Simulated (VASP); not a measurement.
# CaF2 (Fm-3m) in VASP: elastic constants with r2SCAN

Aim: the elastic constants of CaF2 with r2SCAN.

Everything below comes from runs of VASP 6.6.1. Logs are shortened: lines on timing, memory, paths and dates and some standing lists are left out, and cuts for length are marked.

**1. The cell of the first run**

Symmetry: Fm-3m, No. 225, cubic system. The conventional cell has a = 5.439 Å, b = 5.439 Å, c = 5.439 Å, α = 90.00°, β = 90.00°, γ = 90.00°. Within 3.1 Å of Ca (site symmetry m-3m) lie 8 F at 2.36 Å. Within 3.1 Å of F (site symmetry -43m) lie 4 Ca at 2.36 Å and 6 F at 2.72 Å.

**2. Elastic constants, r2SCAN**

Input file INCAR:

```
SYSTEM = CaF2
PREC = Accurate ; ENCUT = 660
EDIFF = 1E-8 ; ISMEAR = 0
SIGMA = 0.01 ; LREAL = .False.
LASPH = .True. ; NELM = 120
ALGO = Normal ; ISIF = 3
LWAVE = .False. ; LCHARG = .True.
METAGGA = R2SCAN ; LMIXTAU = .True.
NBANDS = 19 ; IBRION = 6
NFREE = 2 ; POTIM = 0.015
NSW = 1 ; GGA_COMPAT = .False.
KPAR = 4
```

Input file KPOINTS:

```
regular mesh
0
Gamma
  8 8 8
  0 0 0
```

Input file POSCAR:

```
CaF2
1.0
    0.0000000000      2.7194528021      2.7194528021
    2.7194528021      0.0000000000      2.7194528021
    2.7194528021      2.7194528021      0.0000000000
Ca F
1 2
Direct
    0.0000000000      0.0000000000      0.0000000000
    0.2500000000      0.2500000000      0.2500000000
    0.7500000000      0.7500000000      0.7500000000
```

Potentials or basis: VASP PAW PBE potentials, release 64 (Ca_sv, F).

Launch:

```bash
$ cat potpaw_PBE.64/Ca_sv/POTCAR potpaw_PBE.64/F/POTCAR > POTCAR
$ mpirun -np 4 vasp_std > vasp.out
```

OUTCAR:

```text
SYSTEM = CaF2
   PREC = Accurate
   ENCUT = 660
   EDIFF = 1E-8
   ISMEAR = 0
   LREAL = .False.
   LASPH = .True.
   NELM = 120
   ISIF = 3
   METAGGA = R2SCAN
   IBRION = 6
   NFREE = 2
   POTIM = 0.015
   NSW = 1

 ion  position               nearest neighbor table
   1  0.000  0.000  0.000-   3 2.36   3 2.36   3 2.36   2 2.36   3 2.36   2 2.36   2 2.36   2 2.36

   2  0.250  0.250  0.250-   1 2.36   1 2.36   1 2.36   1 2.36
   3  0.750  0.750  0.750-   1 2.36   1 2.36   1 2.36   1 2.36

  LATTYP: Found a face centered cubic cell.
 ALAT       =     5.4389056042

  Lattice vectors:

 A1 = (   0.0000000000,   2.7194528021,   2.7194528021)
 A2 = (   2.7194528021,   0.0000000000,   2.7194528021)
 A3 = (   2.7194528021,   2.7194528021,   0.0000000000)

Analysis of symmetry for initial positions (statically):
=====================================================================
 Subroutine PRICEL returns:
 Original cell was already a primitive cell.

 Routine SETGRP: Setting up the symmetry group for a
 face centered cubic supercell.

 Subroutine GETGRP returns: Found 48 space group operations
 (whereof 48 operations were pure point group operations)
 out of a pool of 48 trial point group operations.

The static configuration has the point symmetry O_h .

Analysis of symmetry for dynamics (positions and initial velocities):
=====================================================================
 Subroutine PRICEL returns:
 Original cell was already a primitive cell.

 Routine SETGRP: Setting up the symmetry group for a
 face centered cubic supercell.

 Subroutine GETGRP returns: Found 48 space group operations
 (whereof 48 operations were pure point group operations)
 out of a pool of 48 trial point group operations.

The dynamic configuration has the point symmetry O_h .

 Subroutine INISYM returns: Found 48 space group operations
 (whereof 48 operations are pure point group operations),
 and found     1 'primitive' translations

----------------------------------------------------------------------------------------

                                     Primitive cell

  volume of cell :      40.2230

  direct lattice vectors                    reciprocal lattice vectors
     0.000000000  2.719452802  2.719452802    -0.183860518  0.183860518  0.183860518
     2.719452802  0.000000000  2.719452802     0.183860518 -0.183860518  0.183860518
     2.719452802  2.719452802  0.000000000     0.183860518  0.183860518 -0.183860518

  length of vectors
     3.845887035  3.845887035  3.845887035     0.318455758  0.318455758  0.318455758

  position of ions in fractional coordinates (direct lattice)
     0.000000000  0.000000000  0.000000000
     0.250000000  0.250000000  0.250000000
     0.750000000  0.750000000  0.750000000

  ion indices of the primitive-cell ions
   primitive index   ion index
                 1           1
                 2           2
                 3           3

----------------------------------------------------------------------------------------

 KPOINTS: regular mesh

Automatic generation of k-mesh.
 Grid dimensions read from file:
[... 110 lines left out ...]
  ext. energy  EPLUGINS =         0.00000000
  ---------------------------------------------------
  free energy    TOTEN  =       -25.95878822 eV

  energy without entropy =      -25.95878822  energy(sigma->0) =      -25.95878822

------------------------ aborting loop because EDIFF is reached ----------------------------------------

  FORCE on cell =-STRESS in cart. coord.  units (eV):
  Direction    XX          YY          ZZ          XY          YZ          ZX
  --------------------------------------------------------------------------------------
  -------------------------------------------------------------------------------------
  Total        0.1069855      0.1069855      0.1069855      0.0000000     -0.0000000     -0.0000000
  in kB        4.2614828      4.2614828      4.2614828      0.0000000     -0.0000000     -0.0000000
  external PRESSURE =       4.2614828 kB  Pullay stress =       0.0000000 kB
[... 92 lines left out ...]
  FREE ENERGIE OF THE ION-ELECTRON SYSTEM (eV)
  ---------------------------------------------------
  free  energy   TOTEN  =       -25.9521301837 eV

  energy  without entropy=      -25.9521301837  energy(sigma->0) =      -25.95213018

[... ionic steps 4 to 14 ...]

--------------------------------------- Ionic step       15  -------------------------------------------

 number of electron      23.9999987 magnetization

------------------------ aborting loop because EDIFF is reached ----------------------------------------
[... 69 lines left out ...]
--------------------------------------- Ionic step       17  -------------------------------------------

 number of electron      23.9999990 magnetization

 Free energy of the ion-electron system (eV)
  ---------------------------------------------------
  ext. energy  EPLUGINS =         0.00000000
  ---------------------------------------------------
  free energy    TOTEN  =       -25.95821514 eV

  energy without entropy =      -25.95821514  energy(sigma->0) =      -25.95821514

 E-fermi :  -1.3511     XC(G=0): -10.3122

 val. band max:       -1.4790885991   @ k =   0.0000   0.5000   0.5000
 cond. band min:       6.5471519278   @ k =   0.0000   0.0000   0.0000
 fundamental gap:      8.0262405269
 Fermi energy:        -1.3511145718

 k-point     1 :       0.0000    0.0000    0.0000
  band No.  band energies     occupation
      1     -38.6621      2.00000
      2     -22.5736      2.00000
      3     -21.8052      2.00000
      4     -18.7260      2.00000
      5     -18.7250      2.00000
      6     -18.7243      2.00000
[... 505 lines left out ...]
      6     -18.3797      2.00000
[... 11 lines left out ...]
     18      11.8120      0.00000
     19      13.9750      0.00000

 [... further k-points ...]

------------------------ aborting loop because EDIFF is reached ----------------------------------------

  FORCE on cell =-STRESS in cart. coord.  units (eV):
  Direction    XX          YY          ZZ          XY          YZ          ZX
  --------------------------------------------------------------------------------------
  -------------------------------------------------------------------------------------
  Total        0.1103660      0.1090471      0.1090471      0.0000000      0.0488751      0.0000000
  in kB        4.3961385      4.3436016      4.3436016      0.0000000      1.9468094      0.0000000
  external PRESSURE =       4.3611139 kB  Pullay stress =       0.0000000 kB
[... 18 lines left out ...]
  FREE ENERGIE OF THE ION-ELECTRON SYSTEM (eV)
  ---------------------------------------------------
  free  energy   TOTEN  =       -25.9582151352 eV

  energy  without entropy=      -25.9582151352  energy(sigma->0) =      -25.95821514

 INTERNAL STRAIN TENSORS FROM STRAINED CELLS
 ============================================

 INTERNAL STRAIN TENSOR FOR ION    1 for displacements in x,y,z  (eV/Angst):
          X           Y           Z          XY          YZ          ZX
  --------------------------------------------------------------------------------
  x     0.00000    -0.00000    -0.00000     0.00000    -0.00000    -0.00000
  y     0.00000     0.00000     0.00000     0.00000     0.00000     0.00000
  z    -0.00000     0.00000    -0.00000     0.00000     0.00000     0.00000

 INTERNAL STRAIN TENSORS FROM DISPLACED ATOMS
 ============================================

 INTERNAL STRAIN TENSOR FOR ION    1 for displacements in x,y,z  (eV/Angst):
          X           Y           Z          XY          YZ          ZX
  --------------------------------------------------------------------------------
  x     0.00000     0.00000     0.00000     0.00000     0.00000     0.00000
  y     0.00000     0.00000     0.00000     0.00000     0.00000     0.00000
  z     0.00000     0.00000     0.00000     0.00000     0.00000     0.00000

 INTERNAL STRAIN TENSOR FOR ION    3 for displacements in x,y,z  (eV/Angst):
          X           Y           Z          XY          YZ          ZX
  --------------------------------------------------------------------------------
  x    -0.00000     0.00000     0.00000     0.00000     3.25745     0.00000
  y     0.00000     0.00000     0.00000     0.00000     0.00000     3.25745
  z     0.00000     0.00000     0.00000     3.25745     0.00000     0.00000

 Eigenvectors and eigenvalues of the dynamical matrix
 ----------------------------------------------------

   1 f  =    9.931297 THz    62.400180 2PiTHz  331.272412 cm-1    41.072526 meV
             X         Y         Z           dx          dy          dz
      0.000000  0.000000  0.000000    -0.000000   -0.000000   -0.000000
      1.359726  1.359726  1.359726    -0.624657   -0.310558   -0.115573
      4.079179  4.079179  4.079179     0.624657    0.310558    0.115573
[... 43 lines left out ...]
   9 f/i=    0.035805 THz     0.224969 2PiTHz    1.194323 cm-1     0.148077 meV
             X         Y         Z           dx          dy          dz
      0.000000  0.000000  0.000000    -0.009639   -0.054753   -0.717350
      1.359726  1.359726  1.359726    -0.006579   -0.037370   -0.489611
      4.079179  4.079179  4.079179    -0.006579   -0.037370   -0.489611

--------------------------------------------------------------------------------------------------------

 ELASTIC MODULI CONTR FROM IONIC RELAXATION (kBar)
 Direction    XX          YY          ZZ          XY          YZ          ZX
 --------------------------------------------------------------------------------
 XX          -0.0000      0.0000      0.0000      0.0000      0.0000      0.0000
 YY           0.0000     -0.0000      0.0000      0.0000     -0.0000     -0.0000
 ZZ           0.0000      0.0000      0.0000      0.0000      0.0000      0.0000
 XY           0.0000      0.0000      0.0000   -110.2565     -0.0000      0.0000
 YZ           0.0000     -0.0000      0.0000     -0.0000   -110.2565     -0.0000
 ZX           0.0000     -0.0000      0.0000      0.0000     -0.0000   -110.2565
 --------------------------------------------------------------------------------

 TOTAL ELASTIC MODULI (kBar)
 Direction    XX          YY          ZZ          XY          YZ          ZX
 --------------------------------------------------------------------------------
 XX        1747.2288    519.5062    519.5062      0.0000      0.0000     -0.0000
 YY         519.5062   1747.2288    519.5062      0.0000     -0.0000     -0.0000
 ZZ         519.5062    519.5062   1747.2288     -0.0000     -0.0000      0.0000
 XY           0.0000      0.0000     -0.0000    370.9056     -0.0000      0.0000
 YZ           0.0000     -0.0000     -0.0000     -0.0000    370.9056     -0.0000
 ZX          -0.0000     -0.0000      0.0000      0.0000     -0.0000    370.9056
 --------------------------------------------------------------------------------
```

It took 8.7 min on 4 MPI ranks of Intel Xeon 6975P-C (Granite Rapids), shared host; peak memory 0.39 GiB.

Results:

| Quantity | Value |
| --- | --- |
| Elastic constants C11, C12, C44 | 175, 52, 37 GPa |
| Voigt bulk modulus | 93 GPa |
| Highest phonon frequency at Γ, LO-TO splitting left out | 331 cm⁻¹ |

Phonon frequencies in cm⁻¹ (negative: imaginary):
```tsv
q point	frequencies
(0.000, 0.000, 0.000)	-1 -1 -1 274 274 274 331 331 331
```

Elastic tensor in Voigt notation (GPa, in the Cartesian axes of the cell as first typed):
```
175  52  52   0   0   0
 52 175  52   0   0   0
 52  52 175   0   0   0
  0   0   0  37   0   0
  0   0   0   0  37   0
  0   0   0   0   0  37
```

Clamped-ion elastic tensor (GPa):
```
175  52  52   0   0   0
 52 175  52   0   0   0
 52  52 175   0   0   0
  0   0   0  48   0   0
  0   0   0   0  48   0
  0   0   0   0   0  48
```

Caveat: the PAW data sets were made with another functional, which shifts forces and pressure a little.
